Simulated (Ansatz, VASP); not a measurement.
# Two plane-wave programs on TaW3O4

File INCAR:

```
SYSTEM = TaW3O4
PREC = Accurate ; ENCUT = 520
EDIFF = 1E-6 ; ISMEAR = 0
SIGMA = 0.1 ; LREAL = .FALSE.
LASPH = .TRUE. ; NELM = 150
ALGO = Normal ; ISIF = 2
LWAVE = .FALSE. ; LCHARG = .FALSE.
ISPIN = 2 ; MAGMOM = 1 0 0 0 0 0 0 0
LORBIT = 11 ; LMAXMIX = 4
GGA = PE ; NBANDS = 52
```

KPOINTS

```
Automatic mesh
0
G
  4 4 4
  0 0 0
```

POSCAR

```
TaW3O4
1.0
   -2.7806082900      2.7806082900      2.7806082900
    2.7806082900     -2.7806082900      2.7806082900
    2.7806082900      2.7806082900     -2.7806082900
Ta W O
1 3 4
Direct
    0.0000000000      0.0000000000      0.0000000000
    0.5000000000      0.5000000000      0.0000000000
    0.5000000000      0.0000000000      0.5000000000
    0.0000000000      0.5000000000      0.5000000000
    0.5000000000      0.5000000000      0.5000000000
    0.0000000000      0.0000000000      0.5000000000
    0.0000000000      0.5000000000      0.0000000000
    0.5000000000      0.0000000000      0.0000000000
```

Input for Ansatz:

```yaml
crystal:
  lattice:
    - [-2.78060829, 2.78060829, 2.78060829]
    - [2.78060829, -2.78060829, 2.78060829]
    - [2.78060829, 2.78060829, -2.78060829]
  atoms:
    - { symbol: Ta, position: [0.0, 0.0, 0.0], spin: 1.0 }
    - { symbol: W, position: [0.5, 0.5, 0.0] }
    - { symbol: W, position: [0.5, 0.0, 0.5] }
    - { symbol: W, position: [0.0, 0.5, 0.5] }
    - { symbol: O, position: [0.5, 0.5, 0.5] }
    - { symbol: O, position: [0.0, 0.0, 0.5] }
    - { symbol: O, position: [0.0, 0.5, 0.0] }
    - { symbol: O, position: [0.5, 0.0, 0.0] }
basis:
  ecutwfc: 420
kpoints:
  mp_grid: { grid: [4, 4, 4] }
hamiltonian:
  xc: pbe
scf:
  occupations: { method: gaussian, width: 0.1 }
  lower_state_search: "off"
output:
  forces: true
  stress: true
  eigenvalues: true
  populations: true
magnetization:
  spin_polarized: true
```

Alike in both runs: task single point; functional PBE; k mesh 4 × 4 × 4; occupations gaussian, width 0.1 eV; collinear spin.

```csv
,VASP,Ansatz
version,VASP 6.6.1,Ansatz 0.2.0
potentials or method,"VASP PAW PBE potentials, release 64 (Ta_pv, W_sv, O), cutoff 520 eV","scalar-relativistic, plane waves, PAW"
valence electrons in the cell,77,79
```

Ansatz gave:

- gap on the k mesh at the Fermi level (eV): none
- pressure (GPa): 13.1
- net moment per atom (μB): 0.00

Task: Estimate VASP's values.

Result: gap on the k mesh at the Fermi level (eV): none; pressure (GPa): 14.1; net moment per atom (μB): 0.00.

A gap of «none» marks a metal or a gap that the smearing closes. With one functional, cell and mesh, what is left measures potentials, basis and numerics. VASP's potentials hold 77 valence electrons a cell and Ansatz's 79, so a difference there can come from the potentials and not from the codes. Ansatz's warnings: seeded moment not kept.

The k mesh is coarse, so the values compare programs but aren't converged. Neither program's run includes spin-orbit coupling.
